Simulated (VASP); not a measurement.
Wanted: the native input for a VASP 6.6.1 run.

| Property | Result |
| --- | --- |
| Task | single point |
| Functional | BLYP |
| Potentials or basis | VASP PAW PBE potentials, release 64 (Sb) |
| Cutoff | 520 eV |
| k mesh | 13 × 13 × 13 |
| Occupations | fermi-dirac, width 0.1 eV |
| Spin | no spin polarisation |
| Dipole correction | no |
| Further INCAR settings | ALGO = Normal; EDIFF = 1e-07; NBANDS = 8 |

The structure of Sb lies in POSCAR:

```
Sb
1.0
   -1.9297875333      1.9297875333      1.9297875333
    1.9297875333     -1.9297875333      1.9297875333
    1.9297875333      1.9297875333     -1.9297875333
Sb
1
Direct
    0.0000000000      0.0000000000      0.0000000000
```

This cell differs from its parent crystal: volume scaled by 0.96.

The input as run:

INCAR

```
SYSTEM = Sb
PREC = Accurate
ENCUT = 520
EDIFF = 1E-7
ISMEAR = -1
SIGMA = 0.1
LREAL = .FALSE.
LASPH = .TRUE.
NELM = 100
ALGO = Normal
ISIF = 2
LWAVE = .FALSE.
LCHARG = .FALSE.
GGA = B5
ALDAX = 1.0
AGGAX = 1.0
AGGAC = 1.0
ALDAC = 0.0
NBANDS = 8
```

KPOINTS

```
Automatic mesh
0
G
  13 13 13
  0 0 0
```

Potentials or basis: VASP PAW PBE potentials, release 64 (Sb).

Launch:

```sh
$ cat potpaw_PBE.64/Sb/POTCAR > POTCAR
$ mpirun -np 1 vasp_std > vasp.out
```

Results of the run:

The pressure is 2.4 GPa.

Caveat: the PAW data sets were made with another functional, which shifts forces and pressure a little.

Run time: 21 s on 1 thread of Intel(R) Xeon(R) Platinum 8259CL CPU @ 2.50GHz (Skylake/Cascade Lake) (shared host), peak memory 0.16 GiB.
